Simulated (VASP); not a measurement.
# Ti3H in VASP: relaxation of the atoms with PBE

Aim: the relaxation of the atoms of Ti3H with PBE.

All numbers are computed with VASP 6.6.1; they aren't measurements. Logs are shortened: lines on timing, memory, paths and dates and some standing lists are left out, and cuts for length are marked.

## (1) The cell of the first run

The cell holds a slab with vacuum, 4 atoms: a = 2.908 Å, b = 2.908 Å, c = 19.306 Å, α = 90.00°, β = 90.00°, γ = 90.00°.

## (2) Relaxation of the atoms, PBE

The input, INCAR:

```
SYSTEM = Ti3H
ALGO = Normal ; DIPOL = 0.5 0.5 0.355
EDIFF = 1E-7 ; EDIFFG = -0.025
ENCUT = 520 ; GGA = PE
IBRION = 2 ; IDIPOL = 3
ISIF = 2 ; ISMEAR = 0
LASPH = .True. ; LCHARG = .False.
LDIPOL = .True. ; LREAL = .False.
LWAVE = .False. ; NELM = 60
NSW = 36 ; PREC = Accurate
SIGMA = 0.1
```

The input, KPOINTS:

```
k-points
0
Gamma
  9 9 1
  0 0 0
```

The input, POSCAR:

```
Ti3H
1.0
    2.9075446922      0.0000000000      0.0000000000
    0.0000000000      2.9075446922      0.0000000000
    0.0000000000      0.0000000000     19.3059825228
Ti H
3 1
Selective dynamics
Direct
    0.5000000000      0.5000000000      0.2071896623  F F F
    0.0000000000      0.0000000000      0.3057583538  F F F
    0.5000000000      0.5000000000      0.4043297208  F F F
    0.5000000000      0.5000000000      0.5037807587  F F T
```

Potentials or basis: VASP PAW PBE potentials, release 64 (Ti_sv, H).

Run with:

```console
cat potpaw_PBE.64/Ti_sv/POTCAR potpaw_PBE.64/H/POTCAR > POTCAR
mpirun -np 1 vasp_std > vasp.out
```

OUTCAR:

```text
SYSTEM = Ti3H
   EDIFF = 1E-7
   EDIFFG = -0.025
   ENCUT = 520
   GGA = PE
   IBRION = 2
   ISIF = 2
   ISMEAR = 0
   LASPH = .True.
   LREAL = .False.
   NELM = 60
   NSW = 36
   PREC = Accurate

 ion  position               nearest neighbor table
   1  0.500  0.500  0.207-   2 2.80   2 2.80   2 2.80   2 2.80
   2  0.000  0.000  0.306-   1 2.80   1 2.80   1 2.80   1 2.80   3 2.80   3 2.80   3 2.80   3 2.80

   3  0.500  0.500  0.404-   2 2.80   2 2.80   2 2.80   2 2.80
   4  0.500  0.500  0.504-

  LATTYP: Found a simple tetragonal cell.
 ALAT       =     2.9075446922
 C/A-ratio  =     6.6399607114

  Lattice vectors:

 A1 = (   2.9075446922,   0.0000000000,   0.0000000000)
 A2 = (   0.0000000000,   2.9075446922,   0.0000000000)
 A3 = (   0.0000000000,   0.0000000000,  19.3059825228)

Analysis of symmetry for initial positions (statically):
=====================================================================
 Subroutine PRICEL returns:
 Original cell was already a primitive cell.

 Routine SETGRP: Setting up the symmetry group for a
 simple tetragonal supercell.

 Subroutine GETGRP returns: Found  8 space group operations
 (whereof  8 operations were pure point group operations)
 out of a pool of 16 trial point group operations.

The static configuration has the point symmetry C_4v.

Analysis of symmetry for dynamics (positions and initial velocities):
=====================================================================
 Subroutine PRICEL returns:
 Original cell was already a primitive cell.

 Routine SETGRP: Setting up the symmetry group for a
 simple tetragonal supercell.

 Subroutine GETGRP returns: Found  8 space group operations
 (whereof  8 operations were pure point group operations)
 out of a pool of 16 trial point group operations.

The dynamic configuration has the point symmetry C_4v.

Analysis of constrained symmetry for selective dynamics:
=====================================================================
 Subroutine PRICEL returns:
 Original cell was already a primitive cell.

 Routine SETGRP: Setting up the symmetry group for a
 simple tetragonal supercell.

 Subroutine GETGRP returns: Found  8 space group operations
 (whereof  8 operations were pure point group operations)
 out of a pool of 16 trial point group operations.

The constrained configuration has the point symmetry C_4v.

 Subroutine INISYM returns: Found  8 space group operations
 (whereof  8 operations are pure point group operations),
 and found     1 'primitive' translations

----------------------------------------------------------------------------------------

                                     Primitive cell

  volume of cell :     163.2092

  direct lattice vectors                    reciprocal lattice vectors
     2.907544692  0.000000000  0.000000000     0.343932804  0.000000000  0.000000000
     0.000000000  2.907544692  0.000000000     0.000000000  0.343932804  0.000000000
     0.000000000  0.000000000 19.305982523     0.000000000  0.000000000  0.051797416

  length of vectors
     2.907544692  2.907544692 19.305982523     0.343932804  0.343932804  0.051797416

  position of ions in fractional coordinates (direct lattice)
     0.500000000  0.500000000  0.207189662
     0.000000000  0.000000000  0.305758354
     0.500000000  0.500000000  0.404329721
     0.500000000  0.500000000  0.503780759

  ion indices of the primitive-cell ions
   primitive index   ion index
                 1           1
                 2           2
                 3           3
                 4           4

----------------------------------------------------------------------------------------

 KPOINTS: k-points

Automatic generation of k-mesh.
 Grid dimensions read from file:
 generate k-points for:    9    9    1

 Generating k-lattice:

  Cartesian coordinates                     Fractional coordinates (reciprocal lattice)
     0.038214756  0.000000000  0.000000000     0.111111111  0.000000000  0.000000000
     0.000000000  0.038214756  0.000000000     0.000000000  0.111111111  0.000000000
     0.000000000  0.000000000  0.051797416     0.000000000  0.000000000  1.000000000

  Length of vectors
     0.038214756  0.038214756  0.051797416

  Shift w.r.t. Gamma in fractional coordinates (k-lattice)
     0.000000000  0.000000000  0.000000000

 Subroutine IBZKPT returns following result:
 ===========================================

 Found     15 irreducible k-points:

 Following reciprocal coordinates:
            Coordinates               Weight
  0.000000  0.000000  0.000000      1.000000
  0.111111  0.000000  0.000000      4.000000
  0.222222  0.000000  0.000000      4.000000
  0.333333  0.000000  0.000000      4.000000
  0.444444  0.000000  0.000000      4.000000
  0.111111  0.111111  0.000000      4.000000
  0.222222  0.111111  0.000000      8.000000
  0.333333  0.111111  0.000000      8.000000
  0.444444  0.111111  0.000000      8.000000
  0.222222  0.222222  0.000000      4.000000
  0.333333  0.222222  0.000000      8.000000
  0.444444  0.222222  0.000000      8.000000
  0.333333  0.333333  0.000000      4.000000
  0.444444  0.333333  0.000000      8.000000
  0.444444  0.444444  0.000000      4.000000
   k-points           NKPTS =     15   k-points in BZ     NKDIM =     15   number of bands    NBANDS=     22
   number of dos      NEDOS =    301   number of ions     NIONS =      4
   total plane-waves  NPLWV =  82944
   dimension x,y,z NGX =    24 NGY =   24 NGZ =  144
   dimension x,y,z NGXF=    48 NGYF=   48 NGZF=  288
   ions per type =               3   1
   NGX,Y,Z   is equivalent  to a cutoff of  13.72, 13.72, 12.40 a.u.
   NGXF,Y,Z  is equivalent  to a cutoff of  27.45, 27.45, 24.80 a.u.
 SYSTEM =  Ti3H
   PREC   = accura    normal or accurate (medium, high low for compatibility)
   ISTART =      0    job   : 0-new  1-cont  2-samecut
   ICHARG =      2    charge: 1-file 2-atom 10-const
   ISPIN  =      1    spin polarized calculation?
   LNONCOLLINEAR =      F non collinear calculations
   LSORBIT =      F    spin-orbit coupling
   LASPH  =      T    aspherical Exc in radial PAW
   ENCUT  =  520.0 eV  38.22 Ry    6.18 a.u.   5.41  5.41 35.90*2*pi/ulx,y,z
   NELM   =     60;   NELMIN=  2; NELMDL= -5     # of ELM steps
   EDIFF  = 0.1E-06   stopping-criterion for ELM
   LREAL  =      F    real-space projection
   EDIFFG = -.3E-01   stopping-criterion for IOM
   NSW    =     36    number of steps for IOM
   IBRION =      2    ionic relax: 0-MD 1-quasi-New 2-CG
   NFREE  =      1    steps in history (QN), initial steepest desc. (CG)
   ISIF   =      2    stress and relaxation
   ISYM   =      2    0-nonsym 1-usesym 2-fastsym
   POTIM  = 0.5000    time-step for ionic-motion
   TEBEG  =    0.0;   TEEND  =   0.0 temperature during run
   PSTRESS=    0.0 pullay stress
   NELECT =      37.0000    total number of electrons
   NUPDOWN=      -1.0000    fix difference up-down
   EMIN   =  10.00;   EMAX   =-10.00  energy-range for DOS
   EFERMI =   0.00;   METHOD = LEGACY
   ISMEAR =     0;   SIGMA  =   0.10  broadening in eV -4-tet -1-fermi 0-gaus
   EFERMI_NEDOS =   21; number of points for ismear=-14 and -15
   IALGO  =     38    algorithm
   IMIX   =      4    mixing-type and parameters
     AMIX     =   0.40;   BMIX     =  1.00
     AMIX_MAG =   1.60;   BMIX_MAG =  1.00
  volume/ion in A,a.u.               =      40.80       275.35
  Fermi-wavevector in a.u.,A,eV,Ry     =   0.998222  1.886366 13.557489  0.996447
  Thomas-Fermi vector in A             =   2.130431
   LORBIT       =      0    0 simple, 1 ext, 2 COOP (PROOUT), +10 PAW based schemes
   GGA     = PE    functional components
   LHFCALC =     F    Hartree Fock is set to
   AEXX    =    0.0000 exact exchange contribution
   IVDW    =     0    specifies the selected vdW correction
   LEPSILON=     F    determine dielectric tensor
   LRPA    =     F    only Hartree local field effects (RPA)
 conjugate gradient relaxation of ions
 non-spin polarized calculation
 Gauss-broadening in eV      SIGMA  =   0.10
  energy-cutoff  :      520.00
  volume of cell :      163.21
 maximum number of plane-waves:      4439
 NGX is ok and might be reduce to    24
   NGX = 11   NGY = 11   NGZ = 71

 dipolmoment           0.000000      0.000000     -0.129360 electrons x Angstroem

--------------------------------------- Ionic step        1  -------------------------------------------

 number of electron      37.0000013 magnetization

 Free energy of the ion-electron system (eV)
  ---------------------------------------------------
  ext. energy  EPLUGINS =         0.00000000
  ---------------------------------------------------
  free energy    TOTEN  =       -24.38702744 eV

  energy without entropy =      -24.35002814  energy(sigma->0) =      -24.36852779

------------------------ aborting loop because EDIFF is reached ----------------------------------------

  FORCE on cell =-STRESS in cart. coord.  units (eV):
  Direction    XX          YY          ZZ          XY          YZ          ZX
  --------------------------------------------------------------------------------------
  -------------------------------------------------------------------------------------
  Total       -0.5799398     -0.5799398     -0.8590306      0.0000000      0.0000000     -0.0000000
  in kB       -5.6930997     -5.6930997     -8.4328526      0.0000000      0.0000000     -0.0000000
  external PRESSURE =      -6.6063507 kB  Pullay stress =       0.0000000 kB
[... 99 lines left out ...]
  energy  without entropy=      -24.4513648099  energy(sigma->0) =      -24.47028038

--------------------------------------- Ionic step        4  -------------------------------------------

 number of electron      37.0000014 magnetization

 dipolmoment           0.000000      0.000000      0.160752 electrons x Angstroem

 Free energy of the ion-electron system (eV)
  ---------------------------------------------------
  ext. energy  EPLUGINS =         0.00000000
  ---------------------------------------------------
  free energy    TOTEN  =       -24.48928401 eV

  energy without entropy =      -24.45127814  energy(sigma->0) =      -24.47028108

 E-fermi :  -1.0398     XC(G=0):  -4.8523

 val. band max:       -1.0436910882   @ k =   0.3333   0.1111   0.0000
 cond. band min:      -1.0324000061   @ k =   0.4444   0.4444   0.0000
 fundamental gap:      0.0112910821
 Fermi energy:        -1.0398331251

 k-point     1 :       0.0000    0.0000    0.0000
  band No.  band energies     occupation
      1     -57.8464      2.00000
      2     -57.5675      2.00000
      3     -57.3494      2.00000
      4     -34.2631      2.00000
      5     -33.8749      2.00000
      6     -33.8749      2.00000
[... 364 lines left out ...]
     21       1.1878      0.00000
     22       1.2649      0.00000

------------------------ aborting loop because EDIFF is reached ----------------------------------------

 vacuum level on the upper side and lower side of the slab       (xc-potential included)         1.490        -1.912

  FORCE on cell =-STRESS in cart. coord.  units (eV):
  Direction    XX          YY          ZZ          XY          YZ          ZX
  --------------------------------------------------------------------------------------
  -------------------------------------------------------------------------------------
  Total       -0.2400163     -0.2400163      1.1974915      0.0000000      0.0000000      0.0000000
  in kB       -2.3561703     -2.3561703     11.7554241      0.0000000      0.0000000      0.0000000
  external PRESSURE =       2.3476945 kB  Pullay stress =       0.0000000 kB

 VOLUME and BASIS-vectors are now :
 -----------------------------------------------------------------------------
  energy-cutoff  :      520.00
  volume of cell :      163.21
      direct lattice vectors                 reciprocal lattice vectors
     2.907544692  0.000000000  0.000000000     0.343932804  0.000000000  0.000000000
     0.000000000  2.907544692  0.000000000     0.000000000  0.343932804  0.000000000
     0.000000000  0.000000000 19.305982523     0.000000000  0.000000000  0.051797416
[... 10 lines left out ...]
  FREE ENERGIE OF THE ION-ELECTRON SYSTEM (eV)
  ---------------------------------------------------
  free  energy   TOTEN  =       -24.4892840148 eV

  energy  without entropy=      -24.4512781445  energy(sigma->0) =      -24.47028108

 reached required accuracy - stopping structural energy minimisation

 vacuum level on the upper side and lower side of the slab         5.946         2.445
```

Wall time 8.4 min (1 thread of Intel Xeon 8259CL, shared host); peak memory 0.3 GiB.

Results:

```yaml
Free_energy: -24.4893 eV
Energy_gained_by_relaxing: 25.6 meV/atom
Ionic_steps: 4
Band_gap_on_the_k_mesh: zero (an odd number of electrons rules out a gap without spin polarisation)
```

Step by step:
| step | energy change (eV) | largest force on free atoms (eV/Å) | pressure (GPa) |
| --- | --- | --- | --- |
| 1 | 0.0000 | 0.9770 | -0.66 |
| 2 | -0.0418 | 0.7935 | -0.47 |
| 3 | -0.1022 | 0.0443 | 0.28 |
| 4 | -0.1023 | 0.0196 | 0.23 |

Final structure:
```cif
data_structure
_symmetry_space_group_name_H-M 'P 1'
_symmetry_Int_Tables_number 1
_cell_length_a 2.9075
_cell_length_b 2.9075
_cell_length_c 19.3060
_cell_angle_alpha 90.000
_cell_angle_beta 90.000
_cell_angle_gamma 90.000
_cell_volume 163.21
loop_
_atom_site_label
_atom_site_type_symbol
_atom_site_fract_x
_atom_site_fract_y
_atom_site_fract_z
_atom_site_occupancy
Ti1 Ti 0.50000 0.50000 0.20719 1
Ti2 Ti 0.00000 0.00000 0.30576 1
Ti3 Ti 0.50000 0.50000 0.40433 1
H1 H 0.50000 0.50000 0.49440 1
```

Levels at points of the mesh, in eV from the Fermi level:
```tsv
k point	band 17	band 18	band 19	band 20	band 21	band 22
(0.00, 0.00, 0.00)	-1.56	-0.51	-0.01	0.84	1.18	1.18
```
